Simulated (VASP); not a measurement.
Set up this calculation in VASP 6.6.1, as the native input.

| Item | Value |
| --- | --- |
| Task | single point |
| Functional | r2SCAN |
| Potentials or basis | VASP PAW PBE potentials, release 64 (Al, Ga_d, P) |
| Cutoff | 550 eV |
| k mesh | 6 × 6 × 2 |
| Occupations | gaussian, width 0.01 eV |
| Spin | no spin polarisation |
| Dipole correction | no |
| Further INCAR settings | ALGO = Normal; EDIFF = 1e-06; NBANDS = 31 |

The system is AlGa2P3.

```
Al Ga P
1.0
     3.82237    0.00000    0.00000
    -1.91119    3.31027    0.00000
     0.00000    0.00000    9.36326
Al Ga P
1 2 3
Direct
  0.00000 0.00000 0.99970
  0.66667 0.33333 0.66630
  0.33333 0.66667 0.33386
  0.66667 0.33333 0.91662
  0.33333 0.66667 0.58328
  0.00000 0.00000 0.25024
```

This cell differs from its parent crystal: volume changed by -3%.

These files were run (other wordings do the same):

POSCAR

```
AlGa2P3
1.0
    3.8223722697      0.0000000000      0.0000000000
   -1.9111861349      3.3102714883      0.0000000000
    0.0000000000      0.0000000000      9.3632595040
Al Ga P
1 2 3
Direct
    0.0000000000      0.0000000000     -0.0003012043
    0.6666666667      0.3333333333      0.6662995628
    0.3333333333      0.6666666667      0.3338614991
    0.6666666667      0.3333333333      0.9166244678
    0.3333333333      0.6666666667      0.5832781657
    0.0000000000      0.0000000000      0.2502375087
```

INCAR.step1

```
SYSTEM = AlGa2P3
PREC = Accurate
ENCUT = 550
ISMEAR = 0
SIGMA = 0.01
LREAL = .FALSE.
LASPH = .TRUE.
NELM = 120
NBANDS = 31
GGA = PE
ALGO = Normal
EDIFF = 1E-5
LWAVE = .TRUE.
LCHARG = .FALSE.
GGA_COMPAT = .FALSE.
```

INCAR.step2

```
SYSTEM = AlGa2P3
PREC = Accurate
ENCUT = 550
EDIFF = 1E-6
ISMEAR = 0
SIGMA = 0.01
LREAL = .FALSE.
LASPH = .TRUE.
NELM = 120
ALGO = Normal
ISIF = 2
LWAVE = .FALSE.
LCHARG = .TRUE.
METAGGA = R2SCAN
LMIXTAU = .TRUE.
LELF = .TRUE.
LVHAR = .TRUE.
NBANDS = 31
ISTART = 1
GGA_COMPAT = .FALSE.
```

KPOINTS

```
regular mesh
0
G
  6 6 2
  0 0 0
```

Potentials or basis: VASP PAW PBE potentials, release 64 (Al, Ga_d, P).

Run with:

```sh
$ cat potpaw_PBE.64/Al/POTCAR potpaw_PBE.64/Ga_d/POTCAR potpaw_PBE.64/P/POTCAR > POTCAR
$ cp INCAR.step1 INCAR
$ mpirun -np 1 vasp_std > vasp.out
$ cp INCAR.step2 INCAR
$ mpirun -np 1 vasp_std > vasp.out
```

It gave:

The pressure is 2.8 GPa. The largest force is 0.018 eV/Å and the band gap on the k mesh is 1.81 eV, indirect (least direct gap 2.52 eV).

Caveat: the PAW data sets were made with another functional, which shifts forces and pressure a little.

It took 3.6 min on 1 thread of Intel(R) Xeon(R) 6975P-C (Granite Rapids), on a shared host, peak memory 0.28 GiB.
